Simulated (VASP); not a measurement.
# P (P6_3/mmc) in VASP: further runs, part 2 of 2

VASP 6.6.1. The steps go on from the part before.

## Step 3: Relaxation of cell and atoms, PBE

The COD entry that gives the cell may itself be a prediction, so a difference from it is no test against experiment.

This run uses another cell than the first one, of 15.09 Å³/atom, 0.515 times its volume.

Contents of INCAR:

```
SYSTEM = P
  PREC = Accurate
  ENCUT = 600
  EDIFF = 1E-6
  ISMEAR = 0
  SIGMA = 0.1
  LREAL = .False.
  LASPH = .True.
  NELM = 100
  ALGO = Normal
  ISIF = 3
  LWAVE = .False.
  LCHARG = .False.
  GGA = PE
  IBRION = 2
  NSW = 90
  EDIFFG = -0.04
```

Contents of KPOINTS:

```
Automatic mesh
0
Gamma
  6 6 1
  0 0 0
```

Contents of POSCAR:

```
P
1.0
    3.4946063900      0.0000000000      0.0000000000
   -1.7473031900      3.0264179100      0.0000000000
    0.0000000000      0.0000000000     17.1199899600
P
12
Direct
    0.0000000000      0.0000000000      0.1875000000
    0.0000000000      0.0000000000      0.6875000000
    0.0000000000      0.0000000000      0.3125000000
    0.0000000000      0.0000000000      0.8125000000
    0.3333333300      0.6666666700      0.5208299800
    0.6666666700      0.3333333300      0.0208299800
    0.3333333300      0.6666666700      0.9791700200
    0.6666666700      0.3333333300      0.4791700200
    0.3333333300      0.6666666700      0.6458299800
    0.6666666700      0.3333333300      0.1458299800
    0.3333333300      0.6666666700      0.8541700200
    0.6666666700      0.3333333300      0.3541700200
```

Potentials or basis: VASP PAW PBE potentials, release 64 (P).

Command:

```bash
> cat potpaw_PBE.64/P/POTCAR > POTCAR
> mpirun -np 1 vasp_std > vasp.out
```

OUTCAR:

```text
SYSTEM = P
   PREC = Accurate
   ENCUT = 600
   EDIFF = 1E-6
   ISMEAR = 0
   LREAL = .False.
   LASPH = .True.
   NELM = 100
   ISIF = 3
   GGA = PE
   IBRION = 2
   NSW = 90
   EDIFFG = -0.04

 ion  position               nearest neighbor table
   1  0.000  0.000  0.188-   3 2.14  10 2.14  10 2.14  10 2.14
   2  0.000  0.000  0.688-   4 2.14   9 2.14   9 2.14   9 2.14
   3  0.000  0.000  0.312-   1 2.14  12 2.14  12 2.14  12 2.14
   4  0.000  0.000  0.812-   2 2.14  11 2.14  11 2.14  11 2.14
   5  0.333  0.667  0.521-   8 2.14   8 2.14   8 2.14   9 2.14
   6  0.667  0.333  0.021-   7 2.14   7 2.14   7 2.14  10 2.14
   7  0.333  0.667  0.979-   6 2.14   6 2.14   6 2.14  11 2.14
   8  0.667  0.333  0.479-   5 2.14   5 2.14   5 2.14  12 2.14
   9  0.333  0.667  0.646-   5 2.14   2 2.14   2 2.14   2 2.14
  10  0.667  0.333  0.146-   6 2.14   1 2.14   1 2.14   1 2.14
  11  0.333  0.667  0.854-   7 2.14   4 2.14   4 2.14   4 2.14
  12  0.667  0.333  0.354-   8 2.14   3 2.14   3 2.14   3 2.14

  LATTYP: Found a hexagonal cell.
 ALAT       =     3.4946063900
 C/A-ratio  =     4.8989751776

  Lattice vectors:

 A1 = (   3.4946063900,   0.0000000000,   0.0000000000)
 A2 = (  -1.7473031900,   3.0264179100,   0.0000000000)
 A3 = (   0.0000000000,   0.0000000000,  17.1199899600)

[... 158 lines left out ...]
   IVDW    =     0    specifies the selected vdW correction
   LEPSILON=     F    determine dielectric tensor
   LRPA    =     F    only Hartree local field effects (RPA)
 conjugate gradient relaxation of ions
 non-spin polarized calculation
 Gauss-broadening in eV      SIGMA  =   0.10
  energy-cutoff  :      600.00
  volume of cell :      181.06
 maximum number of plane-waves:      6070
 NGX is ok and might be reduce to    28
   NGX = 13   NGY = 13   NGZ = 69

--------------------------------------- Ionic step        1  -------------------------------------------

 number of electron      59.9999998 magnetization

 Free energy of the ion-electron system (eV)
  ---------------------------------------------------
  ext. energy  EPLUGINS =         0.00000000
  ---------------------------------------------------
  free energy    TOTEN  =       -53.92607213 eV

  energy without entropy =      -53.88508878  energy(sigma->0) =      -53.90558045

 E-fermi :   9.9170     XC(G=0): -10.9026

 val. band max:        9.8636202804   @ k =   0.3333   0.1667   0.0000
 cond. band min:       9.9433243544   @ k =   0.1667   0.1667   0.0000
 fundamental gap:      0.0797040740
 Fermi energy:         9.9169576859
[... 699 lines left out ...]
     36       6.7368      0.00000
     37       8.5938      0.00000

[... ionic steps 4 to 38 ...]

--------------------------------------- Ionic step       39  -------------------------------------------

 number of electron      60.0000018 magnetization

------------------------ aborting loop because EDIFF is reached ----------------------------------------
[... 87 lines left out ...]
--------------------------------------- Ionic step       41  -------------------------------------------

 number of electron      60.0000013 magnetization

 Free energy of the ion-electron system (eV)
  ---------------------------------------------------
  ext. energy  EPLUGINS =         0.00000000
  ---------------------------------------------------
  free energy    TOTEN  =       -63.88219136 eV

  energy without entropy =      -63.88219136  energy(sigma->0) =      -63.88219136

 E-fermi :   3.8927     XC(G=0):  -8.3968

 val. band max:        3.4096205072   @ k =   0.1667   0.0000   0.0000
 cond. band min:       4.3806293581   @ k =   0.3333   0.0000   0.0000
 fundamental gap:      0.9710088508
 Fermi energy:         3.8927222184
[... 317 lines left out ...]
  FREE ENERGIE OF THE ION-ELECTRON SYSTEM (eV)
  ---------------------------------------------------
  free  energy   TOTEN  =       -63.8821913630 eV

  energy  without entropy=      -63.8821913630  energy(sigma->0) =      -63.88219136

 reached required accuracy - stopping structural energy minimisation
```

OSZICAR:

```text
N       E                     dE             d eps       ncg     rms          rms(c)
DAV:   1     0.285694737443E+03    0.28569E+03   -0.29371E+04   518   0.162E+03
DAV:   2    -0.304421731184E+02   -0.31614E+03   -0.30821E+03   651   0.246E+02
DAV:   3    -0.534345316494E+02   -0.22992E+02   -0.21931E+02   671   0.602E+01
[... 420 lines left out ...]
DAV:   2    -0.638822122804E+02   -0.11704E-04   -0.77366E-04   658   0.114E-01    0.417E-02
DAV:   3    -0.638821985172E+02    0.13763E-04   -0.27356E-05   631   0.236E-02    0.204E-02
DAV:   4    -0.638821925097E+02    0.60075E-05   -0.70703E-06   605   0.132E-02    0.615E-03
DAV:   5    -0.638821914269E+02    0.10828E-05   -0.21468E-06   413   0.773E-03    0.436E-03
DAV:   6    -0.638821913630E+02    0.63914E-07   -0.87071E-07   344   0.388E-03
  41 F= -.63882191E+02 E0= -.63882191E+02  d E =-.245571E-03
```

CONTCAR:

```text
P
   1.00000000000000
     3.2887920926207790   -0.0000000005873284    0.0000000000000000
    -1.6443960421135055    2.8481775002926688   -0.0000000000000000
     0.0000000000000000    0.0000000000000000   31.4209453491946640
  P
    12
Direct
     1.0000000000000000    0.0000000000000000    0.1857577235435627
     0.0000000000000000    0.0000000000000000    0.6857577235435630
     1.0000000000000000    0.0000000000000000    0.3142422764564373
     0.0000000000000000    0.0000000000000000    0.8142422764564370
     0.3333333300000021    0.6666666699999979    0.5196158017080468
     0.6666666699999979    0.3333333300000021    0.0196158017080470
     0.3333333300000021    0.6666666699999979    0.9803841982919532
     0.6666666699999979    0.3333333300000021    0.4803841982919529
     0.3333333300000021    0.6666666699999979    0.6465172875632891
     0.6666666699999979    0.3333333300000021    0.1465172875632894
     0.3333333300000021    0.6666666699999979    0.8534827124367109
     0.6666666699999979    0.3333333300000021    0.3534827124367109

  0.00000000E+00  0.00000000E+00  0.00000000E+00
  0.00000000E+00  0.00000000E+00  0.00000000E+00
  0.00000000E+00  0.00000000E+00  0.00000000E+00
  0.00000000E+00  0.00000000E+00  0.00000000E+00
  0.00000000E+00  0.00000000E+00  0.00000000E+00
  0.00000000E+00  0.00000000E+00  0.00000000E+00
  0.00000000E+00  0.00000000E+00  0.00000000E+00
  0.00000000E+00  0.00000000E+00  0.00000000E+00
  0.00000000E+00  0.00000000E+00  0.00000000E+00
  0.00000000E+00  0.00000000E+00  0.00000000E+00
  0.00000000E+00  0.00000000E+00  0.00000000E+00
  0.00000000E+00  0.00000000E+00  0.00000000E+00
```

It took 25 min on 1 thread of Oxide Virtual Turin-like, shared host; peak memory 0.29 GiB.

What came out:

```yaml
Free_energy: -63.8822 eV
Relaxed_volume: 24.53 Å³/atom
Relaxed_cell: a = 3.289 Å, b = 3.289 Å, c = 31.421 Å, α = 90.00°, β = 90.00°, γ = 120.00°
Space_group_after_relaxing_to_0.05_Å: P6_3/mmc (No. 194)
Energy_gained_by_relaxing: 829.7 meV/atom
Ionic_steps: 41
Pressure_after_relaxing: 0.0 GPa
Largest_force_after_relaxing: 0.008 eV/Å
Band_gap_on_the_k_mesh: 0.97 eV, indirect (least direct gap 1.58 eV)
```

Forces in eV/Å, atoms in the order of the input:
```
P    0.000  0.000 -0.006
P    0.000  0.000 -0.006
P    0.000  0.000  0.006
P    0.000  0.000  0.006
P    0.000  0.000 -0.003
P    0.000  0.000 -0.003
P    0.000  0.000  0.003
P    0.000  0.000  0.003
P    0.000  0.000  0.008
P    0.000  0.000  0.008
P    0.000  0.000 -0.008
P    0.000  0.000 -0.008
```

Step by step:
```tsv
step	energy change (eV)	largest force (eV/Å)	pressure (GPa)	volume (Å³)
1	0.0000	0.3380	23.71	181.06
3	-3.8791	0.2138	-0.29	249.66
5	-4.0152	0.0832	0.15	248.15
7	-6.0556	0.6731	-1.22	245.42
9	-6.8684	2.1583	-3.08	241.48
11	-6.8933	2.3712	-3.25	240.79
13	-6.9342	2.5475	-3.35	240.30
15	-6.9404	2.6517	-3.40	239.98
17	-7.0703	2.5657	-2.97	238.83
19	-7.5656	2.0486	-0.73	233.66
21	-7.9548	0.5938	5.13	223.95
23	-8.4537	0.4113	4.18	235.52
25	-8.6078	1.4600	3.10	246.69
27	-9.2582	0.9144	-2.87	283.34
29	-9.7845	0.7302	-1.18	288.26
31	-9.9042	0.4570	0.27	285.79
33	-9.9424	0.1485	0.19	287.77
35	-9.9472	0.0840	0.15	288.96
37	-9.9518	0.0083	-0.02	291.50
39	-9.9550	0.0849	-0.05	293.53
41	-9.9561	0.0079	-0.01	294.32
```

Final structure:
```yaml
crystal:
  lattice:
    - [3.28879, 0.00000, 0.00000]
    - [-1.64440, 2.84818, 0.00000]
    - [0.00000, 0.00000, 31.42095]
  atoms:
    - { symbol: P, position: [0.00000, 0.00000, 0.18576] }
    - { symbol: P, position: [0.00000, 0.00000, 0.68576] }
    - { symbol: P, position: [0.00000, 0.00000, 0.31424] }
    - { symbol: P, position: [0.00000, 0.00000, 0.81424] }
    - { symbol: P, position: [0.33333, 0.66667, 0.51962] }
    - { symbol: P, position: [0.66667, 0.33333, 0.01962] }
    - { symbol: P, position: [0.33333, 0.66667, 0.98038] }
    - { symbol: P, position: [0.66667, 0.33333, 0.48038] }
    - { symbol: P, position: [0.33333, 0.66667, 0.64652] }
    - { symbol: P, position: [0.66667, 0.33333, 0.14652] }
    - { symbol: P, position: [0.33333, 0.66667, 0.85348] }
    - { symbol: P, position: [0.66667, 0.33333, 0.35348] }
```

Caveat: the volume moved by over 15 % at a fixed basis, so the end points are rough; this functional lacks dispersion, which binds the layers, so the pressure and a relaxed spacing across them are unreliable.

## Step 4: Single point, PBE

Contents of INCAR:

```
SYSTEM = P
  ALGO = Normal
  EDIFF = 1E-6
  ENCUT = 520
  GGA = PE
  ISIF = 2
  ISMEAR = 0
  LASPH = .TRUE.
  LCHARG = .TRUE.
  LELF = .TRUE.
  LREAL = .FALSE.
  LVHAR = .TRUE.
  LWAVE = .FALSE.
  NBANDS = 42
  NELM = 100
  PREC = Accurate
  SIGMA = 0.02
```

Contents of KPOINTS:

```
k-points
0
G
  12 12 1
  0 0 0
```

Contents of POSCAR:

```
P
1.0
    3.2810653235      0.0000000000      0.0000000000
   -1.6405326617      2.8414859217      0.0000000000
    0.0000000000      0.0000000000     37.6918935586
P
12
Direct
    0.0000000000      0.0000000000      0.1827713239
    0.0000000000      0.0000000000      0.6827713239
    0.0000000000      0.0000000000      0.3172286761
    0.0000000000      0.0000000000      0.8172286761
    0.3333333333      0.6666666667      0.5164666709
    0.6666666667      0.3333333333      0.0164666709
    0.3333333333      0.6666666667      0.9835333291
    0.6666666667      0.3333333333      0.4835333291
    0.3333333333      0.6666666667      0.6498381080
    0.6666666667      0.3333333333      0.1498381080
    0.3333333333      0.6666666667      0.8501618920
    0.6666666667      0.3333333333      0.3501618920
```

Command:

```bash
> cat potpaw_PBE.64/P/POTCAR > POTCAR
> mpirun -np 1 vasp_std > vasp.out
```

It took 3.3 min on 1 thread of Oxide Virtual Turin-like, shared host; peak memory 0.46 GiB.

Results (log left out):

- Free energy: -64.4103 eV
- Pressure: -0.2 GPa
- Largest force: 0.084 eV/Å
- Band gap on the k mesh: 1.72 eV, indirect (least direct gap 2.06 eV)

Forces in eV/Å, atoms in the order of the input:
```
P    0.000  0.000 -0.084
P    0.000  0.000 -0.084
P    0.000  0.000  0.084
P    0.000  0.000  0.084
P    0.000  0.000 -0.084
P    0.000  0.000 -0.084
P    0.000  0.000  0.084
P    0.000  0.000  0.084
P    0.000  0.000  0.084
P    0.000  0.000  0.084
P    0.000  0.000 -0.084
P    0.000  0.000 -0.084
```

Levels at points of the mesh, in eV from the valence-band top:
| k point | band 26 | band 27 | band 28 | band 29 | band 30 | band 31 | band 32 | band 33 | band 34 | band 35 |
| --- | --- | --- | --- | --- | --- | --- | --- | --- | --- | --- |
| (0.00, 0.00, 0.00) | -0.25 | -0.25 | -0.25 | -0.25 | -0.25 | 3.61 | 3.65 | 3.66 | 3.70 | 3.70 |
| (0.50, 0.00, 0.00) | -1.53 | -1.51 | -1.49 | -1.48 | -1.47 | 1.87 | 1.88 | 1.88 | 1.90 | 1.90 |

Caveat: this functional lacks dispersion, which binds the layers, so the pressure and a relaxed spacing across them are unreliable. A hybrid or GW would open this gap; PBE tends to underestimate it.

## Step 5: Overview

| task | cell | k mesh | cutoff (eV) | smearing | gap on the mesh (eV) | pressure (GPa) | largest force (eV/Å) |
| --- | --- | --- | --- | --- | --- | --- | --- |
| single point | a = 3.281, b = 3.281, c = 37.692 Å, angles 90.0, 90.0, 120.0°, 12 atoms | 6 × 6 × 1 | 520 | gaussian 0.1 eV | 1.73 | -0.1 | 0.13 |
| relaxation of cell and atoms | relaxed from a = 3.495, b = 3.495, c = 17.120 Å, angles 90.0, 90.0, 120.0°, 12 atoms | 6 × 6 × 1 | 600 | gaussian 0.1 eV | 0.97 | 0.0 | 0.01 |
| single point | a = 3.281, b = 3.281, c = 37.692 Å, angles 90.0, 90.0, 120.0°, 12 atoms | 12 × 12 × 1 | 520 | gaussian 0.02 eV | 1.72 | -0.2 | 0.08 |

Alike in all rows: level PBE; potentials or basis VASP PAW PBE potentials, release 64 (P); no spin polarisation.

Caveats: this functional lacks dispersion, which binds the layers, so the pressure and a relaxed spacing across them are unreliable; the volume moved by over 15 % at a fixed basis, so the end points are rough (some runs).

Absolute energies hang on the potentials; compare differences alone.
